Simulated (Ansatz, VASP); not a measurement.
## GaN in VASP and in Ansatz

The input INCAR:

```
SYSTEM = GaN
PREC = Accurate ; ENCUT = 520
EDIFF = 1E-6 ; ISMEAR = -1
SIGMA = 0.08 ; LREAL = .False.
LASPH = .True. ; NELM = 60
ALGO = Normal ; ISIF = 2
LWAVE = .False. ; LCHARG = .True.
GGA = PE ; LELF = .True.
LVHAR = .True. ; NBANDS = 16
```

KPOINTS

```
regular mesh
0
Gamma
  14 14 14
  0 0 0
```

Contents of POSCAR:

```
GaN
1.0
    2.2475641932      0.0000000000      0.0000000000
    0.0000000000      2.2475641932      0.0000000000
    0.0000000000      0.0000000000      2.2475641932
Ga N
1 1
Direct
    0.0000000000      0.0000000000      0.0000000000
    0.5000000000      0.5000000000      0.5000000000
```

Input for Ansatz:

```yaml
crystal:
  lattice:
    - [2.2475641932, 0.0, 0.0]
    - [0.0, 2.2475641932, 0.0]
    - [0.0, 0.0, 2.2475641932]
  atoms:
    - { symbol: Ga, position: [0.0, 0.0, 0.0] }
    - { symbol: "N", position: [0.5, 0.5, 0.5] }
kpoints:
  mp_grid: { grid: [14, 14, 14] }
  band_path:
    path:
      - [0.0, 0.0, 0.0]
      - [0.0, 0.5, 0.0]
      - [0.5, 0.5, 0.0]
      - [0.0, 0.0, 0.0]
      - [0.5, 0.5, 0.5]
      - [0.0, 0.5, 0.0]
      - [0.5, 0.5, 0.5]
      - [0.5, 0.5, 0.0]
    npoints: 8
scf:
  occupations: { method: fermi_dirac, width: 0.08 }
hamiltonian:
  xc: pbe
  pseudopotentials: { kind: paw }
output:
  forces: true
  stress: true
  eigenvalues: true
  populations: true
  dos: { projected: true, de: 0.2, e_range: [-14, 8] }
```

Change from the starting cell: volume scaled by 0.55, PAW files.

Alike in both runs: task single point; functional PBE; k mesh 14 × 14 × 14; occupations fermi-dirac, width 0.08 eV; no spin polarisation.

|  | VASP | Ansatz |
| --- | --- | --- |
| version | VASP 6.6.1 | Ansatz 0.2.0 |
| potentials or method | VASP PAW PBE potentials, release 64 (Ga_d, N) | PAW with Ansatz's default frozen-core files, scalar-relativistic |
| plane-wave cutoff (eV) | 520 | 420 |
| valence electrons in the cell | 18 | 18 |

Ansatz gave:

- pressure (GPa): 343.3

Problem. Estimate VASP's values.

Solution. Pressure (GPa): 348.2.

Both programs put the cell under a high pressure, so it lies far from rest at this level. With one functional, cell and mesh, what is left measures potentials, basis and numerics.

Noted on VASP's run: the cell as given lies far from equilibrium.
